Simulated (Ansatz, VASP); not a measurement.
# Al12H: VASP beside Ansatz

```
Al H
1.0
     5.71430    0.00000    0.00000
    -2.85715    4.94873    0.00000
     0.00000    0.00000   21.60164
Al H
12 1
Direct
  0.33333 0.16667 0.18517
  0.33333 0.66667 0.18517
  0.83333 0.16667 0.18517
  0.83333 0.66667 0.18517
  0.16667 0.33333 0.29169
  0.16667 0.83333 0.29169
  0.66667 0.33333 0.29169
  0.66667 0.83333 0.29169
  0.00000 0.00000 0.39819
  0.00000 0.50000 0.39819
  0.50000 0.00000 0.39819
  0.50000 0.50000 0.39819
  0.22222 0.77778 0.49402
```

Alike in both runs: task single point; functional PBE; k mesh 6 × 6 × 1; occupations gaussian, width 0.1 eV; collinear spin.

|  | VASP | Ansatz |
| --- | --- | --- |
| version | VASP 6.6.1 | Ansatz 0.2.0 |
| potentials or method | VASP PAW PBE potentials, release 64 (Al, H), cutoff 520 eV | scalar-relativistic, plane waves, PAW |
| valence electrons in the cell | 37 | 37 |

|  | VASP | Ansatz | Ansatz less VASP |
| --- | --- | --- | --- |
| gap on the k mesh at the Fermi level (eV) | none | none | - |
| rms of the force components (eV/Å) | 0.304 | 0.304 | 0.0000 |
| net moment per atom (μB) | 0.00 | 0.00 | 0.000 |

Atom by atom the forces differ by 0.001 eV/Å (rms over components). A gap of «none» marks a metal or a gap that the smearing closes. Ansatz's warnings: seeded moment not kept.
